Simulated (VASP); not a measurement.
# AlN in VASP: notebook

The runs below take AlN through electric field gradients, with PBEsol.

All numbers are computed with VASP 6.6.1; they aren't measurements. Logs are shortened: lines on timing, memory, paths and dates and some standing lists are left out, and cuts for length are marked.

## Step 1: The cell of the first run

The typed cell holds 4 atoms: a = 3.111 Å, b = 3.124 Å, c = 4.978 Å, α = 90.21°, β = 90.57°, γ = 120.43°.

## Step 2: Electric field gradients, PBEsol (equal xy, yz and zx shear strains of -1 %)

INCAR

```
SYSTEM = AlN
ALGO = Normal ; EDIFF = 1E-8
ENCUT = 520 ; GGA = PS
ISIF = 2 ; ISMEAR = -1
LASPH = .True. ; LCHARG = .False.
LEFG = .True. ; LREAL = .False.
LWAVE = .False. ; NBANDS = 16
NELM = 80 ; PREC = Accurate
SIGMA = 0.02
```

KPOINTS

```
k-points
0
Gamma
  11 11 6
  0 0 0
```

POSCAR

```
AlN
1.0
    3.1110021516     -0.0155550108     -0.0155550108
   -1.5689721103      2.7019843999     -0.0056935291
   -0.0248900000     -0.0248900000      4.9780000000
Al N
2 2
Direct
    0.3333333333      0.6666666667      0.0000000000
    0.6666666667      0.3333333333      0.5000000000
    0.3333333333      0.6666666667      0.3850000000
    0.6666666667      0.3333333333      0.8850000000
```

Potentials or basis: VASP PAW PBE potentials, release 64 (Al, N).

The run is started by

```console
cat potpaw_PBE.64/Al/POTCAR potpaw_PBE.64/N/POTCAR > POTCAR
mpirun -np 1 vasp_std > vasp.out
```

OUTCAR:

```text
SYSTEM = AlN
   EDIFF = 1E-8
   ENCUT = 520
   GGA = PS
   ISIF = 2
   ISMEAR = -1
   LASPH = .True.
   LREAL = .False.
   NELM = 80
   PREC = Accurate

 ion  position               nearest neighbor table
   1  0.333  0.667  0.000-   4 1.87   4 1.89   4 1.89   3 1.92   2 3.04   2 3.05   2 3.07   2 3.08
                             2 3.08   2 3.08
   2  0.667  0.333  0.500-   3 1.88   3 1.89   3 1.89   4 1.92   1 3.04   1 3.05   1 3.07   1 3.08
                             1 3.08   1 3.08
   3  0.333  0.667  0.385-   2 1.88   2 1.89   2 1.89   1 1.92
   4  0.667  0.333  0.885-   1 1.87   1 1.89   1 1.89   2 1.92

  LATTYP: Found a triclinic cell.
 ALAT       =     3.0976137608
 B/A-ratio  =     1.0043472705
 C/A-ratio  =     1.6070836563
 COS(alpha) =     0.0099745013
 COS(beta)  =     0.0136846555
 COS(gamma) =     0.4934979113

  Lattice vectors:

 A1 = (   1.5420300413,   2.6864293891,  -0.0212485399)
 A2 = (   3.1110021516,  -0.0155550108,  -0.0155550108)
 A3 = (   0.0248900000,   0.0248900000,  -4.9780000000)

Analysis of symmetry for initial positions (statically):
=====================================================================
 Subroutine PRICEL returns:
 Original cell was already a primitive cell.

 Routine SETGRP: Setting up the symmetry group for a
 triclinic supercell.

 Subroutine GETGRP returns: Found  1 space group operations
 (whereof  1 operations were pure point group operations)
 out of a pool of  2 trial point group operations.

The static configuration has the point symmetry C_1 .

Analysis of symmetry for dynamics (positions and initial velocities):
=====================================================================
 Subroutine PRICEL returns:
 Original cell was already a primitive cell.

 Routine SETGRP: Setting up the symmetry group for a
 triclinic supercell.

 Subroutine GETGRP returns: Found  1 space group operations
 (whereof  1 operations were pure point group operations)
 out of a pool of  2 trial point group operations.

The dynamic configuration has the point symmetry C_1 .

 Subroutine INISYM returns: Found  1 space group operations
 (whereof  1 operations are pure point group operations),
 and found     1 'primitive' translations

----------------------------------------------------------------------------------------

                                     Primitive cell

  volume of cell :      41.7209

  direct lattice vectors                    reciprocal lattice vectors
     3.111002152 -0.015555011 -0.015555011     0.322388609  0.187208055  0.002547983
    -1.568972110  2.701984400 -0.005693529     0.001865253  0.371185396  0.001865253
    -0.024890000 -0.024890000  4.978000000     0.001009518  0.001009518  0.200893984

  length of vectors
     3.111079926  3.124488054  4.978124448     0.372810627  0.371194769  0.200899057

  position of ions in fractional coordinates (direct lattice)
     0.333333333  0.666666667  0.000000000
     0.666666667  0.333333333  0.500000000
     0.333333333  0.666666667  0.385000000
     0.666666667  0.333333333  0.885000000

  ion indices of the primitive-cell ions
   primitive index   ion index
                 1           1
                 2           2
                 3           3
                 4           4

----------------------------------------------------------------------------------------

 KPOINTS: k-points

Automatic generation of k-mesh.
 Grid dimensions read from file:
 generate k-points for:   11   11    6

 Generating k-lattice:

  Cartesian coordinates                     Fractional coordinates (reciprocal lattice)
     0.029308055  0.017018914  0.000231635     0.090909091  0.000000000  0.000000000
     0.000169568  0.033744127  0.000169568     0.000000000  0.090909091  0.000000000
     0.000168253  0.000168253  0.033482331     0.000000000  0.000000000  0.166666667

  Length of vectors
     0.033891875  0.033744979  0.033483176

  Shift w.r.t. Gamma in fractional coordinates (k-lattice)
     0.000000000  0.000000000  0.000000000

 Subroutine IBZKPT returns following result:
 ===========================================

 Found    364 irreducible k-points:

 Following reciprocal coordinates:
            Coordinates               Weight
  0.000000  0.000000  0.000000      1.000000
  0.090909  0.000000  0.000000      2.000000
  0.181818  0.000000  0.000000      2.000000
  0.272727  0.000000  0.000000      2.000000
  0.363636 -0.000000  0.000000      2.000000
  0.454545  0.000000  0.000000      2.000000
[... 16 lines left out ...]
  0.454545  0.181818  0.000000      2.000000
 -0.454545  0.181818 -0.000000      2.000000
 [... further k-points ...]
   k-points           NKPTS =    364   k-points in BZ     NKDIM =    364   number of bands    NBANDS=     16
   number of dos      NEDOS =    301   number of ions     NIONS =      4
   total plane-waves  NPLWV =  23040
   dimension x,y,z NGX =    24 NGY =   24 NGZ =   40
   dimension x,y,z NGXF=    48 NGYF=   48 NGZF=   80
   ions per type =               2   2
   NGX,Y,Z   is equivalent  to a cutoff of  12.82, 12.77, 13.36 a.u.
   NGXF,Y,Z  is equivalent  to a cutoff of  25.65, 25.54, 26.72 a.u.
 SYSTEM =  AlN
   PREC   = accura    normal or accurate (medium, high low for compatibility)
   ISTART =      0    job   : 0-new  1-cont  2-samecut
   ICHARG =      2    charge: 1-file 2-atom 10-const
   ISPIN  =      1    spin polarized calculation?
   LNONCOLLINEAR =      F non collinear calculations
   LSORBIT =      F    spin-orbit coupling
   LASPH  =      T    aspherical Exc in radial PAW
   ENCUT  =  520.0 eV  38.22 Ry    6.18 a.u.   5.78  5.81  9.26*2*pi/ulx,y,z
   NELM   =     80;   NELMIN=  2; NELMDL= -5     # of ELM steps
   EDIFF  = 0.1E-07   stopping-criterion for ELM
   LREAL  =      F    real-space projection
   EDIFFG = 0.1E-06   stopping-criterion for IOM
   NSW    =      0    number of steps for IOM
   IBRION =     -1    ionic relax: 0-MD 1-quasi-New 2-CG
   NFREE  =      0    steps in history (QN), initial steepest desc. (CG)
   ISIF   =      2    stress and relaxation
   ISYM   =      2    0-nonsym 1-usesym 2-fastsym
   POTIM  = 0.5000    time-step for ionic-motion
   TEBEG  =    0.0;   TEEND  =   0.0 temperature during run
   PSTRESS=    0.0 pullay stress
   NELECT =      16.0000    total number of electrons
   NUPDOWN=      -1.0000    fix difference up-down
   EMIN   =  10.00;   EMAX   =-10.00  energy-range for DOS
   EFERMI =   0.00;   METHOD = LEGACY
   ISMEAR =    -1;   SIGMA  =   0.02  broadening in eV -4-tet -1-fermi 0-gaus
   EFERMI_NEDOS =   21; number of points for ismear=-14 and -15
   IALGO  =     38    algorithm
   IMIX   =      4    mixing-type and parameters
     AMIX     =   0.40;   BMIX     =  1.00
     AMIX_MAG =   1.60;   BMIX_MAG =  1.00
  volume/ion in A,a.u.               =      10.43        70.39
  Fermi-wavevector in a.u.,A,eV,Ry     =   1.189407  2.247653 19.247999  1.414688
  Thomas-Fermi vector in A             =   2.325515
   LORBIT       =      0    0 simple, 1 ext, 2 COOP (PROOUT), +10 PAW based schemes
   GGA     = PS    functional components
   LHFCALC =     F    Hartree Fock is set to
   AEXX    =    0.0000 exact exchange contribution
   IVDW    =     0    specifies the selected vdW correction
   LEPSILON=     F    determine dielectric tensor
   LRPA    =     F    only Hartree local field effects (RPA)
 non-spin polarized calculation
  energy-cutoff  :      520.00
  volume of cell :       41.72
 maximum number of plane-waves:      1136
   NGX = 11   NGY = 11   NGZ = 19

 number of electron      15.9999998 magnetization

 Free energy of the ion-electron system (eV)
  ---------------------------------------------------
  ext. energy  EPLUGINS =         0.00000000
  ---------------------------------------------------
  free energy    TOTEN  =       -31.30381240 eV

  energy without entropy =      -31.30381240  energy(sigma->0) =      -31.30381240

 E-fermi :   6.5035     XC(G=0): -11.1124

 val. band max:        6.1340972049   @ k =   0.0000   0.0000   0.0000
 cond. band min:      10.2161694798   @ k =   0.0000   0.0000   0.0000
 fundamental gap:      4.0820722749
 Fermi energy:         6.5034574362

 k-point     1 :       0.0000    0.0000    0.0000
  band No.  band energies     occupation
      1      -9.1005      2.00000
      2      -6.9124      2.00000
      3       0.0331      2.00000
      4       5.1502      2.00000
      5       5.2059      2.00000
      6       5.8089      2.00000
[... 8 lines left out ...]
     15      19.0872      0.00000
     16      19.1998      0.00000

 k-point     2 :       0.0909    0.0000    0.0000
  band No.  band energies     occupation
      1      -8.9928      2.00000
      2      -6.8509      2.00000
      3       0.1606      2.00000
      4       4.7186      2.00000
      5       5.0111      2.00000
      6       5.3647      2.00000
[... 8 lines left out ...]
     15      19.1013      0.00000
     16      19.1832      0.00000

 k-point     3 :       0.1818    0.0000    0.0000
  band No.  band energies     occupation
      1      -8.6805      2.00000
      2      -6.6858      2.00000
      3       0.5355      2.00000
      4       3.5731      2.00000
      5       4.3726      2.00000
      6       4.6887      2.00000
[... 8 lines left out ...]
     15      18.2944      0.00000
     16      18.5942      0.00000

 k-point     4 :       0.2727    0.0000    0.0000
  band No.  band energies     occupation
      1      -8.2011      2.00000
      2      -6.4802      2.00000
      3       1.1306      2.00000
      4       2.2951      2.00000
      5       3.3285      2.00000
      6       4.3379      2.00000
[... 8 lines left out ...]
     15      18.0705      0.00000
     16      19.5022      0.00000
[... 324 lines left out ...]
 k-point    22 :       0.3636    0.1818    0.0000
  band No.  band energies     occupation
      1      -6.9645      2.00000
      2      -6.3574      2.00000
      3       0.9437      2.00000
      4       2.0826      2.00000
      5       2.9034      2.00000
      6       2.9608      2.00000
[... 8 lines left out ...]
     15      18.6903      0.00000
     16      20.6127      0.00000

 k-point    23 :       0.4545    0.1818    0.0000
  band No.  band energies     occupation
      1      -6.9714      2.00000
      2      -6.3563      2.00000
      3       0.9492      2.00000
      4       2.0869      2.00000
      5       2.8947      2.00000
      6       2.9571      2.00000
[... 8 lines left out ...]
     15      18.7392      0.00000
     16      20.6080      0.00000

 k-point    24 :      -0.4545    0.1818   -0.0000
  band No.  band energies     occupation
      1      -7.4232      2.00000
      2      -6.3060      2.00000
      3       1.4859      2.00000
      4       2.0906      2.00000
      5       2.2137      2.00000
      6       3.4884      2.00000
[... 8 lines left out ...]
     15      18.2634      0.00000
     16      20.6402      0.00000

 [... further k-points ...]
[... 5 lines left out ...]
  --------------------------------------------------------------------------------------
  -------------------------------------------------------------------------------------
  Total        0.3230631      0.3232288     -0.1965711      0.4675254      0.3321453      0.3322779
  in kB       12.4063627     12.4127277     -7.5487784     17.9540465     12.7551403     12.7602329
  external PRESSURE =       5.7567707 kB  Pullay stress =       0.0000000 kB

 VOLUME and BASIS-vectors are now :
 -----------------------------------------------------------------------------
  energy-cutoff  :      520.00
  volume of cell :       41.72
      direct lattice vectors                 reciprocal lattice vectors
     3.111002152 -0.015555011 -0.015555011     0.322388609  0.187208055  0.002547983
    -1.568972110  2.701984400 -0.005693529     0.001865253  0.371185396  0.001865253
    -0.024890000 -0.024890000  4.978000000     0.001009518  0.001009518  0.200893984

 POSITION                                       TOTAL-FORCE (eV/Angst)
 -----------------------------------------------------------------------------------
     -0.00898      1.79614     -0.00898         0.156564      0.059140      0.182085
      1.53857      0.87785      2.47673        -0.042033      0.055158      0.178600
     -0.01856      1.78656      1.90755         0.058455     -0.055248     -0.178173
      1.52898      0.86826      4.39326        -0.172986     -0.059049     -0.182512
 -----------------------------------------------------------------------------------
    total drift:                               -0.000163     -0.000340      0.000230

  FREE ENERGIE OF THE ION-ELECTRON SYSTEM (eV)
  ---------------------------------------------------
  free  energy   TOTEN  =       -31.3038124043 eV

  energy  without entropy=      -31.3038124043  energy(sigma->0) =      -31.30381240

 Electric field gradients (V/A^2)
---------------------------------------------------------------------
 ion       V_xx      V_yy      V_zz      V_xy      V_xz      V_yz
---------------------------------------------------------------------
   1      -5.357    -3.193     8.550    -1.991    -1.105     0.022
   2      -3.193    -5.324     8.517     0.156     1.162     0.036
   3      -0.183    -0.501     0.684    -1.215    -0.901    -1.078
   4      -0.486    -0.206     0.691    -1.514    -1.263    -1.086
---------------------------------------------------------------------

 Electric field gradients after diagonalization (V/A^2)
 (convention: |V_zz| > |V_xx| > |V_yy|)
----------------------------------------------------------------------
 ion       V_xx      V_yy      V_zz     asymmetry (V_yy - V_xx)/ V_zz
----------------------------------------------------------------------
   1      -6.599    -2.041     8.640       0.528
   2      -5.335    -3.296     8.632       0.236
   3       1.360     0.881    -2.241       0.214
   4       1.517     1.169    -2.686       0.130
----------------------------------------------------------------------

           NMR quadrupolar parameters

 Cq : quadrupolar parameter    Cq=e*Q*V_zz/h
 eta: asymmetry parameters     (V_yy - V_xx)/ V_zz
 Q  : nuclear electric quadrupole moment in mb (millibarn)
----------------------------------------------------------------------
 ion       Cq(MHz)       eta       Q (mb)
----------------------------------------------------------------------
   1       0.021       0.528       1.000
   2       0.021       0.236       1.000
   3      -0.005       0.214       1.000
   4      -0.006       0.130       1.000
----------------------------------------------------------------------
```

Wall time 3.4 min (1 thread of Intel Xeon Platinum 8488C (Sapphire Rapids), shared host); peak memory 0.31 GiB.

What came out:

```
Free energy                             : -31.3038 eV
Pressure                                : 0.6 GPa
Largest force                           : 0.258 eV/Å
Band gap on the k mesh                  : 4.08 eV
Largest electric field gradient by atom : Al +8.6; N -2.2, -2.7 V/Å²
```

Forces on the atoms (eV/Å):
```
Al   0.157  0.059  0.182
Al  -0.042  0.055  0.179
N    0.058 -0.055 -0.178
N   -0.173 -0.059 -0.183
```

Levels at points of the mesh, in eV from the valence-band top:
| k point | band 6 | band 7 | band 8 | band 9 | band 10 | band 11 |
| --- | --- | --- | --- | --- | --- | --- |
| (0.00, 0.00, 0.00) | -0.33 | -0.28 | 0.00 | 4.08 | 6.52 | 10.49 |
| (0.00, 0.00, 0.50) | -0.66 | -0.62 | -0.59 | 6.35 | 6.35 | 10.17 |

Electric field gradients, principal values (V/Å²):
| atom | least | middle | greatest (by size) |
| --- | --- | --- | --- |
| 1 Al | -2.041 | -6.599 | 8.640 |
| 2 Al | -3.296 | -5.335 | 8.632 |
| 3 N | 0.881 | 1.360 | -2.241 |
| 4 N | 1.169 | 1.517 | -2.686 |

Caveat: the cell differs from its parent crystal (equal xy, yz and zx shear strains of -1 %); without QUAD_EFG the Cq values of the log hold for a quadrupole moment of 1 mb, not for the nuclei; the PAW data sets were made with another functional, which shifts forces and pressure a little. A k mesh can miss the band edges.

(Continued in part 2 of 3.)
